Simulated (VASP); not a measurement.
# BaTiO3 in VASP: a series of runs

BaTiO3 is run at these levels: PBEsol; tasks: single point.

Everything below comes from runs of VASP 6.6.1. Logs are shortened: lines on timing, memory, paths and dates and some standing lists are left out, and cuts for length are marked.

### 1 The cell of the first run

Symmetry: R3m, No. 160, trigonal system. The conventional cell has a = 5.655 Å, b = 5.655 Å, c = 6.955 Å, α = 90.00°, β = 90.00°, γ = 120.00°. Ba (site symmetry 3m) has 12 O at 2.79 to 2.89 Å and 8 Ti at 3.37 to 3.59 Å within 3.7 Å. Ti (site symmetry 3m) has 6 O at 1.87 to 2.14 Å within 2.5 Å. Within 2.5 Å of O (site symmetry m) lie 2 Ti at 1.87 to 2.14 Å.

### 2 Single point, PBEsol

Input file INCAR:

```
SYSTEM = BaTiO3
ALGO = Normal
EDIFF = 1E-7
ENCUT = 520
GGA = PS
ISIF = 2
ISMEAR = 1
LASPH = .TRUE.
LCHARG = .FALSE.
LREAL = .FALSE.
LWAVE = .FALSE.
NBANDS = 28
NELM = 80
PREC = Accurate
SIGMA = 0.05
```

Input file KPOINTS:

```
k-points
0
G
  6 6 6
  0 0 0
```

Input file POSCAR:

```
BaTiO3
1.0
    2.8273666100      1.6323808700      2.3183934900
   -2.8273666100      1.6323808700      2.3183934900
    0.0000000000     -3.2647617400      2.3183934900
Ba Ti O
1 1 3
Direct
    0.0000000000      0.0000000000      0.0000000000
    0.4845000000      0.4845000000      0.4845000000
    0.5086000000      0.5086000000      0.0175000000
    0.0175000000      0.5086000000      0.5086000000
    0.5086000000      0.0175000000      0.5086000000
```

Potentials or basis: VASP PAW PBE potentials, release 64 (Ba_sv, Ti_sv, O).

Command:

```console
$ cat potpaw_PBE.64/Ba_sv/POTCAR potpaw_PBE.64/Ti_sv/POTCAR potpaw_PBE.64/O/POTCAR > POTCAR
$ mpirun -np 1 vasp_std > vasp.out
```

OUTCAR:

```text
SYSTEM = BaTiO3
   EDIFF = 1E-7
   ENCUT = 520
   GGA = PS
   ISIF = 2
   ISMEAR = 1
   LASPH = .TRUE.
   LREAL = .FALSE.
   NELM = 80
   PREC = Accurate

 ion  position               nearest neighbor table
   1  0.000  0.000  0.000-   3 2.79   4 2.79   5 2.79   4 2.83   5 2.83   5 2.83   4 2.83   3 2.83
                             3 2.83   3 2.89   4 2.89   5 2.89   2 3.37   2 3.43   2 3.43   2 3.43
   2  0.484  0.484  0.484-   3 1.87   4 1.87   5 1.87   3 2.14   4 2.14   5 2.14   1 3.37   1 3.43
                             1 3.43   1 3.43   1 3.50   1 3.50   1 3.50   1 3.59
   3  0.509  0.509  0.017-   2 1.87   2 2.14   1 2.79   1 2.83   1 2.83   1 2.89
   4  0.017  0.509  0.509-   2 1.87   2 2.14   1 2.79   1 2.83   1 2.83   1 2.89
   5  0.509  0.017  0.509-   2 1.87   2 2.14   1 2.79   1 2.83   1 2.83   1 2.89

  LATTYP: Found a trigonal (rhomboedric) cell.
 ALAT       =     4.0041999983
 COS(alpha) =     0.0028448809

  Lattice vectors:

 A1 = (   2.8273666100,   1.6323808700,   2.3183934900)
 A2 = (  -2.8273666100,   1.6323808700,   2.3183934900)
 A3 = (   0.0000000000,  -3.2647617400,   2.3183934900)

Analysis of symmetry for initial positions (statically):
=====================================================================
 Subroutine PRICEL returns:
 Original cell was already a primitive cell.

 Routine SETGRP: Setting up the symmetry group for a
 trigonal (rhombohedral) supercell.

 Subroutine GETGRP returns: Found  6 space group operations
 (whereof  6 operations were pure point group operations)
 out of a pool of 12 trial point group operations.

The static configuration has the point symmetry C_3v.

Analysis of symmetry for dynamics (positions and initial velocities):
=====================================================================
 Subroutine PRICEL returns:
 Original cell was already a primitive cell.

 Routine SETGRP: Setting up the symmetry group for a
 trigonal (rhombohedral) supercell.

 Subroutine GETGRP returns: Found  6 space group operations
 (whereof  6 operations were pure point group operations)
 out of a pool of 12 trial point group operations.

The dynamic configuration has the point symmetry C_3v.

 Subroutine INISYM returns: Found  6 space group operations
 (whereof  6 operations are pure point group operations),
 and found     1 'primitive' translations

----------------------------------------------------------------------------------------

                                     Primitive cell

  volume of cell :      64.2010

  direct lattice vectors                    reciprocal lattice vectors
     2.827366610  1.632380870  2.318393490     0.176843002  0.102100355  0.143777721
    -2.827366610  1.632380870  2.318393490    -0.176843002  0.102100355  0.143777721
     0.000000000 -3.264761740  2.318393490     0.000000000 -0.204200710  0.143777721

  length of vectors
     4.004199998  4.004199998  4.004199994     0.249739791  0.249739791  0.249739791

  position of ions in fractional coordinates (direct lattice)
     0.000000000  0.000000000  0.000000000
     0.484500000  0.484500000  0.484500000
     0.508600000  0.508600000  0.017500000
     0.017500000  0.508600000  0.508600000
     0.508600000  0.017500000  0.508600000

  ion indices of the primitive-cell ions
   primitive index   ion index
                 1           1
                 2           2
                 3           3
                 4           4
                 5           5

----------------------------------------------------------------------------------------

 KPOINTS: k-points

Automatic generation of k-mesh.
 Grid dimensions read from file:
 generate k-points for:    6    6    6

 Generating k-lattice:

  Cartesian coordinates                     Fractional coordinates (reciprocal lattice)
     0.029473834  0.017016726  0.023962954     0.166666667  0.000000000  0.000000000
    -0.029473834  0.017016726  0.023962954     0.000000000  0.166666667  0.000000000
     0.000000000 -0.034033452  0.023962954     0.000000000  0.000000000  0.166666667

  Length of vectors
     0.041623298  0.041623298  0.041623299

  Shift w.r.t. Gamma in fractional coordinates (k-lattice)
     0.000000000  0.000000000  0.000000000

 Subroutine IBZKPT returns following result:
 ===========================================

 Found     32 irreducible k-points:

 Following reciprocal coordinates:
            Coordinates               Weight
  0.000000  0.000000  0.000000      1.000000
  0.166667 -0.000000  0.000000      6.000000
  0.333333 -0.000000  0.000000      6.000000
  0.500000  0.000000  0.000000      3.000000
  0.166667  0.166667  0.000000      6.000000
  0.333333  0.166667 -0.000000     12.000000
[... 16 lines left out ...]
  0.500000  0.500000  0.166667      6.000000
 -0.333333  0.500000  0.166667     12.000000
 [... further k-points ...]
   k-points           NKPTS =     32   k-points in BZ     NKDIM =     32   number of bands    NBANDS=     28
   number of dos      NEDOS =    301   number of ions     NIONS =      5
   total plane-waves  NPLWV =  27000
   dimension x,y,z NGX =    30 NGY =   30 NGZ =   30
   dimension x,y,z NGXF=    60 NGYF=   60 NGZF=   60
   ions per type =               1   1   3
   NGX,Y,Z   is equivalent  to a cutoff of  12.46, 12.46, 12.46 a.u.
   NGXF,Y,Z  is equivalent  to a cutoff of  24.91, 24.91, 24.91 a.u.
 SYSTEM =  BaTiO3
   PREC   = accura    normal or accurate (medium, high low for compatibility)
   ISTART =      0    job   : 0-new  1-cont  2-samecut
   ICHARG =      2    charge: 1-file 2-atom 10-const
   ISPIN  =      1    spin polarized calculation?
   LNONCOLLINEAR =      F non collinear calculations
   LSORBIT =      F    spin-orbit coupling
   LASPH  =      T    aspherical Exc in radial PAW
   ENCUT  =  520.0 eV  38.22 Ry    6.18 a.u.   7.45  7.45  7.45*2*pi/ulx,y,z
   NELM   =     80;   NELMIN=  2; NELMDL= -5     # of ELM steps
   EDIFF  = 0.1E-06   stopping-criterion for ELM
   LREAL  =      F    real-space projection
   EDIFFG = 0.1E-05   stopping-criterion for IOM
   NSW    =      0    number of steps for IOM
   IBRION =     -1    ionic relax: 0-MD 1-quasi-New 2-CG
   NFREE  =      0    steps in history (QN), initial steepest desc. (CG)
   ISIF   =      2    stress and relaxation
   ISYM   =      2    0-nonsym 1-usesym 2-fastsym
   POTIM  = 0.5000    time-step for ionic-motion
   TEBEG  =    0.0;   TEEND  =   0.0 temperature during run
   PSTRESS=    0.0 pullay stress
   NELECT =      40.0000    total number of electrons
   NUPDOWN=      -1.0000    fix difference up-down
   EMIN   =  10.00;   EMAX   =-10.00  energy-range for DOS
   EFERMI =   0.00;   METHOD = LEGACY
   ISMEAR =     1;   SIGMA  =   0.05  broadening in eV -4-tet -1-fermi 0-gaus
   EFERMI_NEDOS =   21; number of points for ismear=-14 and -15
   IALGO  =     38    algorithm
   IMIX   =      4    mixing-type and parameters
     AMIX     =   0.40;   BMIX     =  1.00
     AMIX_MAG =   1.60;   BMIX_MAG =  1.00
  volume/ion in A,a.u.               =      12.84        86.65
  Fermi-wavevector in a.u.,A,eV,Ry     =   1.398237  2.642285 26.600301  1.955067
  Thomas-Fermi vector in A             =   2.521415
   LORBIT       =      0    0 simple, 1 ext, 2 COOP (PROOUT), +10 PAW based schemes
   GGA     = PS    functional components
   LHFCALC =     F    Hartree Fock is set to
   AEXX    =    0.0000 exact exchange contribution
   IVDW    =     0    specifies the selected vdW correction
   LEPSILON=     F    determine dielectric tensor
   LRPA    =     F    only Hartree local field effects (RPA)
 non-spin polarized calculation
 Methfessel and Paxton  Order N= 1 SIGMA  =   0.05
  energy-cutoff  :      520.00
  volume of cell :       64.20
 maximum number of plane-waves:      1750
 NGX is ok and might be reduce to    30
   NGX = 15   NGY = 15   NGZ = 15

 number of electron      39.9999998 magnetization

 Free energy of the ion-electron system (eV)
  ---------------------------------------------------
  ext. energy  EPLUGINS =         0.00000000
  ---------------------------------------------------
  free energy    TOTEN  =       -42.00619812 eV

  energy without entropy =      -42.00639326  energy(sigma->0) =      -42.00626316

 E-fermi :   3.6455     XC(G=0): -11.4933

 val. band max:        3.6245586991   @ k =   0.5000   0.5000   0.5000
 cond. band min:       5.9613156368   @ k =   0.0000   0.0000   0.0000
 fundamental gap:      2.3367569376
 Fermi energy:         3.6454798283

 k-point     1 :       0.0000    0.0000    0.0000
  band No.  band energies     occupation
      1     -52.4017      2.00000
      2     -28.7728      2.00000
      3     -28.7728      2.00000
      4     -28.7675      2.00000
      5     -21.1279      2.00000
      6     -13.1236      2.00000
[... 20 lines left out ...]
     27       8.5557      0.00000
     28      10.7936      0.00000

 k-point     2 :       0.1667   -0.0000    0.0000
  band No.  band energies     occupation
      1     -52.4014      2.00000
      2     -28.7852      2.00000
      3     -28.7723      2.00000
      4     -28.7683      2.00000
      5     -21.0981      2.00000
      6     -13.1468      2.00000
[... 20 lines left out ...]
     27       9.0936      0.00000
     28      11.4579      0.00000

 k-point     3 :       0.3333   -0.0000    0.0000
  band No.  band energies     occupation
      1     -52.4008      2.00000
      2     -28.8123      2.00000
      3     -28.7712      2.00000
      4     -28.7675      2.00000
      5     -21.0373      2.00000
      6     -13.2752      2.00000
[... 20 lines left out ...]
     27      10.3507      0.00000
     28      11.9007      0.00000

 k-point     4 :       0.5000    0.0000    0.0000
  band No.  band energies     occupation
      1     -52.4006      2.00000
      2     -28.8259      2.00000
      3     -28.7707      2.00000
      4     -28.7669      2.00000
      5     -21.0063      2.00000
      6     -13.3609      2.00000
[... 578 lines left out ...]
     27      11.0422      0.00000
     28      12.0419      0.00000

 k-point    23 :       0.5000    0.5000    0.1667
  band No.  band energies     occupation
      1     -52.3993      2.00000
      2     -28.8231      2.00000
      3     -28.8196      2.00000
      4     -28.7798      2.00000
      5     -20.9124      2.00000
      6     -12.6329      2.00000
[... 20 lines left out ...]
     27      12.1089      0.00000
     28      12.4440      0.00000

 k-point    24 :      -0.3333    0.5000    0.1667
  band No.  band energies     occupation
      1     -52.3995      2.00000
      2     -28.8225      2.00000
      3     -28.8081      2.00000
      4     -28.7802      2.00000
      5     -20.9313      2.00000
      6     -12.8166      2.00000
[... 20 lines left out ...]
     27      11.7467      0.00000
     28      12.2188      0.00000

 [... further k-points ...]
[... 5 lines left out ...]
  --------------------------------------------------------------------------------------
  -------------------------------------------------------------------------------------
  Total        0.2699372      0.2699372      0.1933476      0.0000000      0.0000000      0.0000000
  in kB        6.7364541      6.7364540      4.8251112      0.0000000      0.0000000      0.0000000
  external PRESSURE =       6.0993398 kB  Pullay stress =       0.0000000 kB

 VOLUME and BASIS-vectors are now :
 -----------------------------------------------------------------------------
  energy-cutoff  :      520.00
  volume of cell :       64.20
      direct lattice vectors                 reciprocal lattice vectors
     2.827366610  1.632380870  2.318393490     0.176843002  0.102100355  0.143777721
    -2.827366610  1.632380870  2.318393490    -0.176843002  0.102100355  0.143777721
     0.000000000 -3.264761740  2.318393490     0.000000000 -0.204200710  0.143777721

 POSITION                                       TOTAL-FORCE (eV/Angst)
 -----------------------------------------------------------------------------------
      0.00000      0.00000      0.00000        -0.000000     -0.000000     -0.125998
      0.00000      0.00000      3.36978        -0.000000      0.000000      0.141521
      0.00000      1.60332      2.39884        -0.000000      0.095255     -0.005174
     -1.38852     -0.80166      2.39884        -0.082493     -0.047627     -0.005174
      1.38852     -0.80166      2.39884         0.082493     -0.047627     -0.005174
 -----------------------------------------------------------------------------------
    total drift:                                0.000000     -0.000001      0.000480

  FREE ENERGIE OF THE ION-ELECTRON SYSTEM (eV)
  ---------------------------------------------------
  free  energy   TOTEN  =       -42.0061981162 eV

  energy  without entropy=      -42.0063932623  energy(sigma->0) =      -42.00626316
```

It took 29 s on 1 thread of Intel Xeon 6975P-C (Granite Rapids), shared host; peak memory 0.2 GiB.

What came out:

- Free energy: -42.0062 eV
- Pressure: 0.6 GPa
- Largest force: 0.142 eV/Å
- Band gap on the k mesh: 2.34 eV, indirect (least direct gap 2.74 eV)

Forces on the atoms (eV/Å):
```
Ba   0.000  0.000 -0.126
Ti   0.000  0.000  0.142
O    0.000  0.095 -0.005
O   -0.082 -0.048 -0.005
O    0.082 -0.048 -0.005
```

Stress tensor (GPa, compression positive):
```
0.67 0.00 0.00
0.00 0.67 0.00
0.00 0.00 0.48
```

Caveat: the PAW data sets were made with another functional, which shifts forces and pressure a little; spin-orbit coupling is left out, which moves the levels of the heavy elements.

### 3 Single point, PBEsol

This run uses another cell than the first one, of 12.70 Å³/atom, 0.989 times its volume.

Input file INCAR:

```
PREC = Accurate
ENCUT = 520
EDIFF = 1E-6
ISMEAR = 1
SIGMA = 0.05
LREAL = False
LASPH = True
NELM = 60
ALGO = Normal
ISIF = 2
LWAVE = False
LCHARG = False
GGA = PS
NBANDS = 28
```

Input file KPOINTS:

```
regular mesh
0
Gamma
  6 6 6
```

Input file POSCAR:

```
BaTiO3
1.0
    2.8122496582      1.6236282635      2.3060153291
   -2.8122496582      1.6236282635      2.3060153291
    0.0000000000     -3.2647867103      2.3183583312
Ba Ti O
1 1 3
Direct
   -0.0019310977     -0.0019310977     -0.0034075635
    0.4876176503      0.4876176503      0.4842803539
    0.5088940234      0.5088940234      0.0176900963
    0.0150237194      0.5095957047      0.5103185566
    0.5095957047      0.0150237194      0.5103185566
```

Potentials or basis: VASP PAW PBE potentials, release 64 (Ba_sv, Ti_sv, O).

Command:

```console
$ cat potpaw_PBE.64/Ba_sv/POTCAR potpaw_PBE.64/Ti_sv/POTCAR potpaw_PBE.64/O/POTCAR > POTCAR
$ mpirun -np 1 vasp_std > vasp.out
```

Wall time 53 s (1 thread of Intel Xeon 6975P-C (Granite Rapids), shared host); peak memory 0.25 GiB.

Results (log left out):

```yaml
Free_energy: -42.0036 eV
Pressure: 1.9 GPa
Largest_force: 0.057 eV/Å
Band_gap_on_the_k_mesh: 2.22 eV, indirect (least direct gap 2.59 eV)
```

Forces on the atoms (eV/Å):
```
Ba   0.000 -0.004  0.038
Ti   0.000 -0.002  0.057
O    0.000  0.023 -0.032
O   -0.017 -0.008 -0.032
O    0.017 -0.008 -0.032
```

Stress tensor (GPa, compression positive):
```
2.04 0.00 0.00
0.00 1.81 0.07
0.00 0.07 1.71
```

Levels at points of the mesh, in eV from the valence-band top:
```tsv
k point	band 16	band 17	band 18	band 19	band 20	band 21	band 22	band 23	band 24	band 25
(0.00, 0.00, 0.00)	-1.33	-1.12	-0.51	-0.37	-0.37	2.22	2.28	2.40	4.48	4.48
(0.50, 0.00, 0.00)	-2.12	-1.80	-1.69	-0.98	-0.85	2.45	3.76	3.86	4.45	6.19
(0.50, 0.50, 0.00)	-2.81	-1.67	-0.90	-0.86	-0.08	3.84	3.84	4.19	5.03	7.82
(0.00, 0.00, 0.50)	-2.11	-1.81	-1.72	-0.92	-0.80	2.41	3.76	3.84	4.45	6.23
(0.50, 0.00, 0.50)	-2.79	-1.66	-0.91	-0.86	-0.13	3.82	3.84	4.17	5.11	7.81
(0.50, 0.50, 0.50)	-2.40	-2.37	-0.05	-0.04	0.00	4.35	4.46	4.48	6.56	6.59
```

Caveat: the PAW data sets were made with another functional, which shifts forces and pressure a little; spin-orbit coupling is left out, which moves the levels of the heavy elements. A k mesh can miss the band edges.

### 4 Single point, PBEsol

Input file INCAR:

```
SYSTEM = BaTiO3
ALGO = Normal
EDIFF = 1E-6
ENCUT = 910
GGA = PS
GGA_COMPAT = .FALSE.
ISIF = 2
ISMEAR = 1
LASPH = .TRUE.
LCHARG = .FALSE.
LREAL = .FALSE.
LWAVE = .FALSE.
NBANDS = 28
NELM = 120
PREC = Accurate
SIGMA = 0.05
```

Input file KPOINTS:

```
k-points
0
G
  6 6 6
  0 0 0
```

Input file POSCAR:

```
BaTiO3
1.0
    2.8273666100      1.6323808700      2.3183934900
   -2.8273666100      1.6323808700      2.3183934900
    0.0000000000     -3.2647617400      2.3183934900
Ba Ti O
1 1 3
Direct
    0.0000000000      0.0000000000      0.0000000000
    0.4845000000      0.4845000000      0.4845000000
    0.5086000000      0.5086000000      0.0175000000
    0.0175000000      0.5086000000      0.5086000000
    0.5086000000      0.0175000000      0.5086000000
```

Potentials or basis: VASP PAW PBE potentials, release 64 (Ba_sv, Ti_sv, O_h).

Command:

```console
$ cat potpaw_PBE.64/Ba_sv/POTCAR potpaw_PBE.64/Ti_sv/POTCAR potpaw_PBE.64/O_h/POTCAR > POTCAR
$ mpirun -np 1 vasp_std > vasp.out
```

Run time: 57 s. Hardware: 1 thread of Intel Xeon 6975P-C (Granite Rapids), shared host; peak memory 0.33 GiB.

Results (log left out):

* Free energy: -42.0302 eV
* Pressure: 0.2 GPa
* Largest force: 0.123 eV/Å
* Band gap on the k mesh: 2.34 eV, indirect (least direct gap 2.74 eV)

Forces on the atoms (eV/Å):
```
Ba   0.000  0.000 -0.123
Ti   0.000  0.000  0.105
O    0.000  0.081  0.006
O   -0.070 -0.040  0.006
O    0.070 -0.040  0.006
```

Stress tensor (GPa, compression positive):
```
0.24 0.00 0.00
0.00 0.24 0.00
0.00 0.00 0.11
```

Levels at points of the mesh, in eV from the valence-band top:
```tsv
k point	band 16	band 17	band 18	band 19	band 20	band 21	band 22	band 23	band 24	band 25
(0.00, 0.00, 0.00)	-1.33	-1.08	-0.54	-0.40	-0.40	2.34	2.34	2.49	4.52	4.52
(0.50, 0.00, 0.00)	-2.13	-1.71	-1.66	-0.97	-0.84	2.52	3.79	3.89	4.48	6.18
(0.50, 0.50, 0.00)	-2.75	-1.63	-0.90	-0.85	-0.09	3.86	3.87	4.20	5.08	7.77
(0.50, 0.50, 0.50)	-2.40	-2.36	-0.02	-0.02	0.00	4.34	4.49	4.49	6.53	6.53
```

Caveat: the cutoff is under 1.25 times the usual one of these potentials, so pressure, stress and relaxed cells hold a basis-set (Pulay) error; the PAW data sets were made with another functional, which shifts forces and pressure a little; spin-orbit coupling is left out, which moves the levels of the heavy elements.

### 5 Summary

```tsv
potentials or basis	cell	cutoff (eV)	second run	gap on the mesh (eV)	pressure (GPa)	largest force (eV/Å)
VASP PAW PBE potentials, release 64 (Ba_sv, Ti_sv, O)	a = 4.004 Å, angles 89.8°, 5 atoms	520	-	2.34	0.6	0.14
VASP PAW PBE potentials, release 64 (Ba_sv, Ti_sv, O)	a = 3.983, b = 3.983, c = 4.004 Å, angles 89.8°, 5 atoms	520	-	2.22	1.9	0.06
VASP PAW PBE potentials, release 64 (Ba_sv, Ti_sv, O_h)	a = 4.004 Å, angles 89.8°, 5 atoms	910	hard_potentials	2.34	0.2	0.12
```

Alike in all rows: task single point; level PBEsol; no spin polarisation; k mesh 6 × 6 × 6; smearing methfessel-paxton 0.05 eV.

Caveats: the PAW data sets were made with another functional, which shifts forces and pressure a little; spin-orbit coupling is left out, which moves the levels of the heavy elements; the cutoff is under 1.25 times the usual one of these potentials, so pressure, stress and relaxed cells hold a basis-set (Pulay) error (some runs).

Absolute energies hang on the potentials; compare differences alone.
